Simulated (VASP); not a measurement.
CoPd, 2 atoms in the cell. The structure is trigonal, space group R-3m (No. 166). The conventional cell has a = 2.655 Å, b = 2.655 Å, c = 12.708 Å, α = 90.00°, β = 90.00°, γ = 120.00°. Within 3.4 Å of Co (site symmetry -3m) lie 6 Pd at 2.61 Å and 6 Co at 2.66 Å. Pd (site symmetry -3m) has 6 Co at 2.61 Å and 6 Pd at 2.66 Å within 3.4 Å. 

* Program: VASP 6.6.1
* Task: single point
* Functional: PBEsol
* Potentials or basis: VASP PAW PBE potentials, release 64 (Co, Pd)
* Cutoff: 520 eV
* k mesh: 12 × 12 × 12
* Occupations: fermi-dirac, width 0.1 eV
* Spin: collinear spin, ferromagnetic start
* Starting moments: [3.2, 0.0] μB
* Dipole correction: no
* Further INCAR settings: ALGO = Normal; EDIFF = 1e-06; NBANDS = 20

Potentials or basis: VASP PAW PBE potentials, release 64 (Co, Pd).

Launch:

```console
$ cat potpaw_PBE.64/Co/POTCAR potpaw_PBE.64/Pd/POTCAR > POTCAR
$ mpirun -np 1 vasp_std > vasp.out
```

Hardware: 1 thread of AMD EPYC 9R45 96-Core Processor (Zen 5), on a shared host.

Q: How long does it take, and how much memory?

A: Wall time 5.3 min on 1 thread of AMD EPYC 9R45 96-Core Processor (Zen 5), with other jobs on the host, peak memory 0.33 GiB. Counts: scf iterations 15, k points 189.
